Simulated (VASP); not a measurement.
# TePb in VASP: a series of runs

Aim: see how the results for TePb move with the level of theory and the settings. Levels: BLYP+D3(BJ), PBE, PBEsol, RPBE. Tasks: single point.

Program: VASP 6.6.1. These are calculated values, not measurements. Logs are shortened: lines on timing, memory, paths and dates and some standing lists are left out, and cuts for length are marked.

### 1 The cell of the first run

The typed cell holds 2 atoms: a = 3.981 Å, b = 4.032 Å, c = 3.995 Å, α = 91.25°, β = 89.79°, γ = 89.24°.

### 2 Single point, BLYP+D3(BJ) (the cell strained at random)

Input file INCAR:

```
SYSTEM = TePb
PREC = Accurate ; ENCUT = 520
EDIFF = 1E-7 ; ISMEAR = -5
SIGMA = 0.05 ; LREAL = .False.
LASPH = .True. ; NELM = 60
ALGO = Normal ; ISIF = 2
LWAVE = .False. ; LCHARG = .False.
GGA = B5 ; ALDAX = 1.0
AGGAX = 1.0 ; AGGAC = 1.0
ALDAC = 0.0 ; IVDW = 12
VDW_S6 = 1.0 ; VDW_S8 = 2.6996
VDW_A1 = 0.4298 ; VDW_A2 = 4.2359
NBANDS = 17
```

Input file KPOINTS:

```
Automatic mesh
0
Gamma
  5 5 5
  0 0 0
```

Input file POSCAR:

```
TePb
1.0
    3.9810780000      0.0266980000      0.0076230000
    0.0266980000      4.0316180000     -0.0439470000
    0.0076230000     -0.0439470000      3.9950090000
Pb Te
1 1
Direct
    0.0000000000      0.0000000000      0.0000000000
    0.5000000000      0.5000000000      0.5000000000
```

Potentials or basis: VASP PAW PBE potentials, release 64 (Pb_d, Te).

Launch:

```console
$ cat potpaw_PBE.64/Pb_d/POTCAR potpaw_PBE.64/Te/POTCAR > POTCAR
$ mpirun -np 1 vasp_std > vasp.out
```

OUTCAR:

```text
SYSTEM = TePb
   PREC = Accurate
   ENCUT = 520
   EDIFF = 1E-7
   ISMEAR = -5
   LREAL = .False.
   LASPH = .True.
   NELM = 60
   ISIF = 2
   GGA = B5
   IVDW = 12
 IVDW          = 12

 ion  position               nearest neighbor table
   1  0.000  0.000  0.000-   2 3.42   2 3.42   2 3.46   2 3.46   2 3.48   2 3.48   2 3.50   2 3.50

   2  0.500  0.500  0.500-   1 3.42   1 3.42   1 3.46   1 3.46   1 3.48   1 3.48   1 3.50   1 3.50

  LATTYP: Found a triclinic cell.
 ALAT       =     3.9811748185
 B/A-ratio  =     1.4137597516
 C/A-ratio  =     1.7386045628
 COS(alpha) =     0.0001369721
 COS(beta)  =     0.5850887062
 COS(gamma) =     0.6978018779

  Lattice vectors:

 A1 = (  -3.9810780000,  -0.0266980000,  -0.0076230000)
 A2 = (  -3.9543800000,   4.0049200000,  -0.0515700000)
 A3 = (  -4.0153990000,  -4.0143690000,  -3.9586850000)

Analysis of symmetry for initial positions (statically):
=====================================================================
 Subroutine PRICEL returns:
 Original cell was already a primitive cell.

 Routine SETGRP: Setting up the symmetry group for a
 triclinic supercell.

 Subroutine GETGRP returns: Found  2 space group operations
 (whereof  2 operations were pure point group operations)
 out of a pool of  2 trial point group operations.

The static configuration has the point symmetry S_2 .

Analysis of symmetry for dynamics (positions and initial velocities):
=====================================================================
 Subroutine PRICEL returns:
 Original cell was already a primitive cell.

 Routine SETGRP: Setting up the symmetry group for a
 triclinic supercell.

 Subroutine GETGRP returns: Found  2 space group operations
 (whereof  2 operations were pure point group operations)
 out of a pool of  2 trial point group operations.

The dynamic configuration has the point symmetry S_2 .

 Subroutine INISYM returns: Found  2 space group operations
 (whereof  2 operations are pure point group operations),
 and found     1 'primitive' translations

----------------------------------------------------------------------------------------

                                     Primitive cell

  volume of cell :      64.1098

  direct lattice vectors                    reciprocal lattice vectors
[... 85 lines left out ...]
   LSORBIT =      F    spin-orbit coupling
   LASPH  =      T    aspherical Exc in radial PAW
   ENCUT  =  520.0 eV  38.22 Ry    6.18 a.u.   7.40  7.50  7.43*2*pi/ulx,y,z
   NELM   =     60;   NELMIN=  2; NELMDL= -5     # of ELM steps
   EDIFF  = 0.1E-06   stopping-criterion for ELM
   LREAL  =      F    real-space projection
   EDIFFG = 0.1E-05   stopping-criterion for IOM
   NSW    =      0    number of steps for IOM
   IBRION =     -1    ionic relax: 0-MD 1-quasi-New 2-CG
   NFREE  =      0    steps in history (QN), initial steepest desc. (CG)
   ISIF   =      2    stress and relaxation
   ISYM   =      2    0-nonsym 1-usesym 2-fastsym
   POTIM  = 0.5000    time-step for ionic-motion
   TEBEG  =    0.0;   TEEND  =   0.0 temperature during run
   PSTRESS=    0.0 pullay stress
   NELECT =      20.0000    total number of electrons
   NUPDOWN=      -1.0000    fix difference up-down
   EMIN   =  10.00;   EMAX   =-10.00  energy-range for DOS
   EFERMI =   0.00;   METHOD = LEGACY
   ISMEAR =    -5;   SIGMA  =   0.05  broadening in eV -4-tet -1-fermi 0-gaus
   EFERMI_NEDOS =   21; number of points for ismear=-14 and -15
   IALGO  =     38    algorithm
   IMIX   =      4    mixing-type and parameters
     AMIX     =   0.40;   BMIX     =  1.00
     AMIX_MAG =   1.60;   BMIX_MAG =  1.00
  volume/ion in A,a.u.               =      32.05       216.32
  Fermi-wavevector in a.u.,A,eV,Ry     =   1.110307  2.098177 16.773026  1.232783
  Thomas-Fermi vector in A             =   2.246857
   LORBIT       =      0    0 simple, 1 ext, 2 COOP (PROOUT), +10 PAW based schemes
   GGA     = B5    functional components
   LHFCALC =     F    Hartree Fock is set to
   AEXX    =    0.0000 exact exchange contribution
   IVDW    =    12    specifies the selected vdW correction
   LEPSILON=     F    determine dielectric tensor
   LRPA    =     F    only Hartree local field effects (RPA)
 non-spin polarized calculation
 Fermi weights with tetrahedron method with Bloechl corrections
  energy-cutoff  :      520.00
  volume of cell :       64.11
 maximum number of plane-waves:      1755
 NGX is ok and might be reduce to    30
   NGX = 15   NGY = 15   NGZ = 15

 number of electron      20.0000007 magnetization

 Free energy of the ion-electron system (eV)
  ---------------------------------------------------
  ext. energy  EPLUGINS =         0.00000000
  ---------------------------------------------------
  free energy    TOTEN  =        -5.71273433 eV

  energy without entropy =       -5.71273433  energy(sigma->0) =       -5.71273433

 E-fermi :   6.7648     XC(G=0):  -9.0670

 val. band max:        7.0525316632   @ k =  -0.0000   0.4000   0.4000
 cond. band min:       6.5628732907   @ k =  -0.4000  -0.4000   0.4000
 fundamental gap:     -0.4896583725
 Fermi energy:         6.7648113402

 k-point     1 :       0.0000    0.0000    0.0000
  band No.  band energies     occupation
      1     -10.4204      2.00000
      2     -10.4156      2.00000
      3     -10.3377      2.00000
      4     -10.3372      2.00000
      5     -10.3353      2.00000
      6      -5.2798      2.00000
[... 457 lines left out ...]
      4     -10.3481      2.00000
      5     -10.3419      2.00000
      6      -3.9019      2.00000
[... 9 lines left out ...]
     16      16.0148      0.00000
     17      16.6222      0.00000

 [... further k-points ...]

------------------------ aborting loop because EDIFF is reached ----------------------------------------

 Edisp (eV)   -2.02369

 E8    (eV) :    -1.5578

  FORCE on cell =-STRESS in cart. coord.  units (eV):
  Direction    XX          YY          ZZ          XY          YZ          ZX
  --------------------------------------------------------------------------------------
  -------------------------------------------------------------------------------------
  Total       0.20934     0.02338     0.14822    -0.05902     0.08297    -0.01837
  in kB       5.23162     0.58439     3.70414    -1.47500     2.07354    -0.45910
  external pressure =        3.17 kB  Pullay stress =        0.00 kB

 VOLUME and BASIS-vectors are now :
 -----------------------------------------------------------------------------
  energy-cutoff  :      520.00
  volume of cell :       64.11
      direct lattice vectors                 reciprocal lattice vectors
     3.981078000  0.026698000  0.007623000     0.251200391 -0.001668913 -0.000497682
     0.026698000  4.031618000 -0.043947000    -0.001668913  0.248080207  0.002732185
     0.007623000 -0.043947000  3.995009000    -0.000497682  0.002732185  0.250343332

 POSITION                                       TOTAL-FORCE (eV/Angst)
 -----------------------------------------------------------------------------------
      0.00000      0.00000      0.00000         0.000000     -0.000000     -0.000000
      2.00770      2.00718      1.97934        -0.000000      0.000000      0.000000
 -----------------------------------------------------------------------------------
    total drift:                                0.000000     -0.000000     -0.000000

  FREE ENERGIE OF THE ION-ELECTRON SYSTEM (eV)
  ---------------------------------------------------
  free  energy   TOTEN  =        -7.7364220964 eV

  energy  without entropy=       -7.7364220964  energy(sigma->0) =       -7.73642210
```

Wall time 37 s (1 thread of Intel Xeon 6975P-C (Granite Rapids), shared host); peak memory 0.22 GiB.

Results:

```
Free energy                : -7.7364 eV
Pressure                   : 0.3 GPa
Band gap on the k mesh     : zero (band 10 reaches 7.05 eV, above the bottom of band 11 at 6.56 eV)
Dispersion energy per atom : -1.012 eV
```

Levels at points of the mesh, in eV from the Fermi level:
```
           k point  band 6  band 7  band 8  band 9  band 10  band 11  band 12  band 13  band 14  band 15
(0.00, 0.00, 0.00)  -12.04   -6.83   -1.62   -1.39    -1.36     4.41     4.48     4.98     5.15     5.34
```

Caveat: the cell differs from its parent crystal (the cell strained at random); the PAW data sets were made with another functional, which shifts forces and pressure a little; spin-orbit coupling is left out, which moves the levels of the heavy elements; pairwise dispersion overbinds metals, which lowers pressure and volume; tetrahedron occupations give inexact forces and stress in metals.

### 3 Single point, PBE

Input file INCAR:

```
SYSTEM = TePb
PREC = Accurate
ENCUT = 520
EDIFF = 1E-7
ISMEAR = -1
SIGMA = 0.06
LREAL = .FALSE.
LASPH = .TRUE.
NELM = 60
ALGO = Normal
ISIF = 2
LWAVE = .FALSE.
LCHARG = .FALSE.
GGA = PE
NBANDS = 17
```

Input file KPOINTS:

```
Automatic mesh
0
G
  4 4 4
  0 0 0
```

Input file POSCAR:

```
TePb
1.0
    4.0022870000      0.0000000000      0.0000000000
    0.0000000000      4.0022870000      0.0000000000
    0.0000000000      0.0000000000      4.0022870000
Pb Te
1 1
Direct
    0.0000000000      0.0000000000      0.0000000000
    0.5000000000      0.5000000000      0.5000000000
```

Potentials or basis: VASP PAW PBE potentials, release 64 (Pb_d, Te).

Launch:

```console
$ cat potpaw_PBE.64/Pb_d/POTCAR potpaw_PBE.64/Te/POTCAR > POTCAR
$ mpirun -np 1 vasp_std > vasp.out
```

Run time: 6.5 s. Hardware: 1 thread of Intel Xeon 6975P-C (Granite Rapids), shared host; peak memory 0.16 GiB.

The run converged. Its results:

```yaml
Free_energy: -6.9552 eV
Pressure: 0.4 GPa
Band_gap_on_the_k_mesh: zero (band 10 reaches 6.64 eV, above the bottom of band 11 at 5.34 eV)
```

Levels at points of the mesh, in eV from the Fermi level:
| k point | band 7 | band 8 | band 9 | band 10 | band 11 | band 12 | band 13 | band 14 |
| --- | --- | --- | --- | --- | --- | --- | --- | --- |
| (0.00, 0.00, 0.00) | -6.88 | -1.66 | -1.66 | -1.66 | 3.92 | 3.92 | 5.14 | 5.14 |
| (0.50, 0.00, 0.00) | -9.17 | -0.86 | -0.23 | -0.23 | 0.09 | 2.21 | 2.21 | 5.25 |
| (0.50, 0.50, 0.00) | -8.04 | -4.48 | -4.48 | 0.15 | 3.39 | 3.61 | 3.61 | 5.93 |
| (0.50, 0.50, 0.50) | -7.29 | -2.55 | -2.55 | -2.55 | -1.15 | -1.15 | -1.15 | 13.47 |

Caveat: the k points lie up to 0.39 Å⁻¹ apart; spin-orbit coupling is left out, which moves the levels of the heavy elements.

### 4 Single point, PBEsol

This run uses another cell than the first one, of 29.99 Å³/atom, 0.935 times its volume.

Input file INCAR:

```
PREC = Accurate
ENCUT = 520
EDIFF = 1E-7
ISMEAR = -1
SIGMA = 0.05
LREAL = F
LASPH = T
NELM = 80
ALGO = Normal
ISIF = 2
LWAVE = F
LCHARG = T
GGA = PS
LELF = T
LVHAR = T
NBANDS = 17
```

Input file KPOINTS:

```
Automatic mesh
0
Gamma
  7 7 7
```

Input file POSCAR:

```
TePb
1.0
    3.9142365608      0.0000000000      0.0000000000
    0.0000000000      3.9142365608      0.0000000000
    0.0000000000      0.0000000000      3.9142365608
Pb Te
1 1
Direct
    0.0000000000      0.0000000000      0.0000000000
    0.5000000000      0.5000000000      0.5000000000
```

Potentials or basis: VASP PAW PBE potentials, release 64 (Pb_d, Te).

Launch:

```console
$ cat potpaw_PBE.64/Pb_d/POTCAR potpaw_PBE.64/Te/POTCAR > POTCAR
$ mpirun -np 1 vasp_std > vasp.out
```

OUTCAR:

```text
PREC = Accurate
   ENCUT = 520
   EDIFF = 1E-7
   ISMEAR = -1
   LREAL = F
   LASPH = T
   NELM = 80
   ISIF = 2
   GGA = PS

 ion  position               nearest neighbor table
   1  0.000  0.000  0.000-   2 3.39   2 3.39   2 3.39   2 3.39   2 3.39   2 3.39   2 3.39   2 3.39

   2  0.500  0.500  0.500-   1 3.39   1 3.39   1 3.39   1 3.39   1 3.39   1 3.39   1 3.39   1 3.39

  LATTYP: Found a simple cubic cell.
 ALAT       =     3.9142365608

  Lattice vectors:

 A1 = (   3.9142365608,   0.0000000000,   0.0000000000)
 A2 = (   0.0000000000,   3.9142365608,   0.0000000000)
 A3 = (   0.0000000000,   0.0000000000,   3.9142365608)

Analysis of symmetry for initial positions (statically):
=====================================================================
 Subroutine PRICEL returns:
 Original cell was already a primitive cell.

 Routine SETGRP: Setting up the symmetry group for a
 simple cubic supercell.

[... 156 lines left out ...]
  ---------------------------------------------------
  free energy    TOTEN  =        -7.86539499 eV

  energy without entropy =       -7.84906271  energy(sigma->0) =       -7.85722885

 E-fermi :   6.9453     XC(G=0): -10.1411

 val. band max:        6.9088500318   @ k =   0.4286   0.4286   0.2857
 cond. band min:       6.9959405699   @ k =   0.1429   0.1429   0.1429
 fundamental gap:      0.0870905381
 Fermi energy:         6.9453352202

 k-point     1 :       0.0000    0.0000    0.0000
  band No.  band energies     occupation
      1     -10.0044      2.00000
      2     -10.0044      2.00000
      3      -9.9015      2.00000
      4      -9.9015      2.00000
      5      -9.9015      2.00000
      6      -5.6380      2.00000
[... 377 lines left out ...]
      4      -9.8655      2.00000
      5      -9.8655      2.00000
      6      -2.9111      2.00000
[... 9 lines left out ...]
     16      19.9091      0.00000
     17      22.0319      0.00000

------------------------ aborting loop because EDIFF is reached ----------------------------------------

  FORCE on cell =-STRESS in cart. coord.  units (eV):
  Direction    XX          YY          ZZ          XY          YZ          ZX
  --------------------------------------------------------------------------------------
  -------------------------------------------------------------------------------------
  Total       -0.0075312     -0.0075312     -0.0075312      0.0000000      0.0000000      0.0000000
  in kB       -0.2012021     -0.2012021     -0.2012021      0.0000000      0.0000000      0.0000000
  external PRESSURE =      -0.2012021 kB  Pullay stress =       0.0000000 kB

 VOLUME and BASIS-vectors are now :
 -----------------------------------------------------------------------------
  energy-cutoff  :      520.00
  volume of cell :       59.97
      direct lattice vectors                 reciprocal lattice vectors
     3.914236561  0.000000000  0.000000000     0.255477661  0.000000000  0.000000000
     0.000000000  3.914236561  0.000000000     0.000000000  0.255477661  0.000000000
     0.000000000  0.000000000  3.914236561     0.000000000  0.000000000  0.255477661

 POSITION                                       TOTAL-FORCE (eV/Angst)
 -----------------------------------------------------------------------------------
      0.00000      0.00000      0.00000         0.000000      0.000000      0.000000
      1.95712      1.95712      1.95712         0.000000      0.000000      0.000000
 -----------------------------------------------------------------------------------
    total drift:                                0.000000     -0.000000     -0.000000

  FREE ENERGIE OF THE ION-ELECTRON SYSTEM (eV)
  ---------------------------------------------------
  free  energy   TOTEN  =        -7.8653949896 eV

  energy  without entropy=       -7.8490627051  energy(sigma->0) =       -7.85722885
```

OSZICAR:

```text
N       E                     dE             d eps       ncg     rms          rms(c)
DAV:   1     0.151235076207E+03    0.15124E+03   -0.91269E+03   696   0.116E+03
DAV:   2     0.201691004037E+01   -0.14922E+03   -0.14492E+03   716   0.303E+02
DAV:   3    -0.776524379285E+01   -0.97822E+01   -0.96193E+01   908   0.821E+01
DAV:   4    -0.801086052472E+01   -0.24562E+00   -0.24537E+00   894   0.138E+01
DAV:   5    -0.801873741889E+01   -0.78769E-02   -0.78761E-02   931   0.229E+00    0.414E+00
DAV:   6    -0.786739173886E+01    0.15135E+00   -0.35336E-01   971   0.451E+00    0.265E+00
DAV:   7    -0.786634167945E+01    0.10501E-02   -0.29481E-02   790   0.875E-01    0.123E+00
DAV:   8    -0.786554131491E+01    0.80036E-03   -0.36266E-03   784   0.511E-01    0.174E-01
DAV:   9    -0.786538995121E+01    0.15136E-03   -0.80161E-04  1026   0.178E-01    0.683E-02
DAV:  10    -0.786539808867E+01   -0.81375E-05   -0.71216E-05   901   0.657E-02    0.362E-02
DAV:  11    -0.786539474455E+01    0.33441E-05   -0.20608E-05   874   0.275E-02    0.698E-03
DAV:  12    -0.786539498352E+01   -0.23897E-06   -0.15306E-06   859   0.690E-03    0.362E-03
DAV:  13    -0.786539498958E+01   -0.60611E-08   -0.25076E-08   460   0.130E-03
   1 F= -.78653950E+01 E0= -.78572288E+01  d E =-.163323E-01
```

Run time: 9.6 s. Hardware: 1 thread of Intel Xeon 6975P-C (Granite Rapids), shared host; peak memory 0.17 GiB.

What came out:

* Free energy: -7.8654 eV
* Pressure: 0.0 GPa
* Band gap on the k mesh: zero (band 10 reaches 7.19 eV, above the bottom of band 11 at 6.20 eV)

Caveat: the PAW data sets were made with another functional, which shifts forces and pressure a little; spin-orbit coupling is left out, which moves the levels of the heavy elements.

### 5 Single point, PBE

Input file INCAR:

```
SYSTEM = TePb
PREC = Accurate ; ENCUT = 520
EDIFF = 1E-7 ; ISMEAR = 0
SIGMA = 0.025 ; LREAL = .False.
LASPH = .True. ; NELM = 60
ALGO = Normal ; ISIF = 2
LWAVE = .False. ; LCHARG = .True.
GGA = PE ; LELF = .True.
LVHAR = .True. ; NBANDS = 17
```

Input file KPOINTS:

```
Automatic mesh
0
Gamma
  7 7 7
  0 0 0
```

Input file POSCAR:

```
TePb
1.0
    4.0022870000      0.0000000000      0.0000000000
    0.0000000000      4.0022870000      0.0000000000
    0.0000000000      0.0000000000      4.0022870000
Pb Te
1 1
Direct
    0.0000000000      0.0000000000      0.0000000000
    0.5000000000      0.5000000000      0.5000000000
```

Launch:

```console
$ cat potpaw_PBE.64/Pb_d/POTCAR potpaw_PBE.64/Te/POTCAR > POTCAR
$ mpirun -np 1 vasp_std > vasp.out
```

It took 15 s on 1 thread of Intel Xeon 6975P-C (Granite Rapids), shared host; peak memory 0.17 GiB.

Results (log left out):

| Quantity | Value |
| --- | --- |
| Free energy | -7.0525 eV |
| Pressure | 0.0 GPa |
| Band gap on the k mesh | zero (band 10 reaches 6.57 eV, above the bottom of band 11 at 5.77 eV) |

Levels at points of the mesh, in eV from the Fermi level:
```tsv
k point	band 6	band 7	band 8	band 9	band 10	band 11	band 12	band 13	band 14	band 15
(0.00, 0.00, 0.00)	-12.17	-6.79	-1.57	-1.57	-1.57	4.00	4.00	5.23	5.23	5.23
```

Caveat: spin-orbit coupling is left out, which moves the levels of the heavy elements.

### 6 Single point, RPBE

Input file INCAR:

```
SYSTEM = TePb
PREC = Accurate
ENCUT = 520
EDIFF = 1E-6
ISMEAR = 0
SIGMA = 0.05
LREAL = .False.
LASPH = .True.
NELM = 100
ALGO = Normal
ISIF = 2
LWAVE = .False.
LCHARG = .False.
GGA = RP
NBANDS = 17
```

KPOINTS is that of step 5.

POSCAR is that of step 5.

Potentials or basis: VASP PAW PBE potentials, release 64 (Pb_d, Te).

Launch:

```console
$ cat potpaw_PBE.64/Pb_d/POTCAR potpaw_PBE.64/Te/POTCAR > POTCAR
$ mpirun -np 1 vasp_std > vasp.out
```

Wall time 12 s (1 thread of Intel Xeon 6975P-C (Granite Rapids), shared host); peak memory 0.17 GiB.

The run converged. Its results:

```yaml
Free_energy: -6.3249 eV
Pressure: 1.6 GPa
Band_gap_on_the_k_mesh: zero (band 10 reaches 6.69 eV, above the bottom of band 11 at 5.91 eV)
```

Levels at points of the mesh, in eV from the Fermi level:
| k point | band 8 | band 9 | band 10 | band 11 | band 12 | band 13 |
| --- | --- | --- | --- | --- | --- | --- |
| (0.00, 0.00, 0.00) | -1.58 | -1.58 | -1.58 | 4.00 | 4.00 | 5.25 |

Caveat: the PAW data sets were made with another functional, which shifts forces and pressure a little; spin-orbit coupling is left out, which moves the levels of the heavy elements.

### 7 Summary

```tsv
level	cell	k mesh	smearing	gap on the mesh (eV)	pressure (GPa)
BLYP+D3(BJ)	a = 3.981, b = 4.032, c = 3.995 Å, angles 91.3, 89.8, 89.2°, 2 atoms	5 × 5 × 5	tetrahedron	none	0.3
PBE	a = 4.002 Å, 2 atoms	4 × 4 × 4	fermi-dirac 0.06 eV	none	0.4
PBEsol	a = 3.914 Å, 2 atoms	7 × 7 × 7	fermi-dirac 0.05 eV	none	0.0
PBE	a = 4.002 Å, 2 atoms	7 × 7 × 7	gaussian 0.025 eV	none	0.0
RPBE	a = 4.002 Å, 2 atoms	7 × 7 × 7	gaussian 0.05 eV	none	1.6
```

Alike in all rows: task single point; potentials or basis VASP PAW PBE potentials, release 64 (Pb_d, Te); no spin polarisation; cutoff (eV) 520.

Caveats: some runs use coarse meshes; spin-orbit coupling is left out, which moves the levels of the heavy elements; the PAW data sets were made with another functional, which shifts forces and pressure a little (some runs); pairwise dispersion overbinds metals, which lowers pressure and volume (some runs); tetrahedron occupations give inexact forces and stress in metals (some runs).

Total energies depend on the potentials used, so only differences within one code and one set of settings carry meaning.
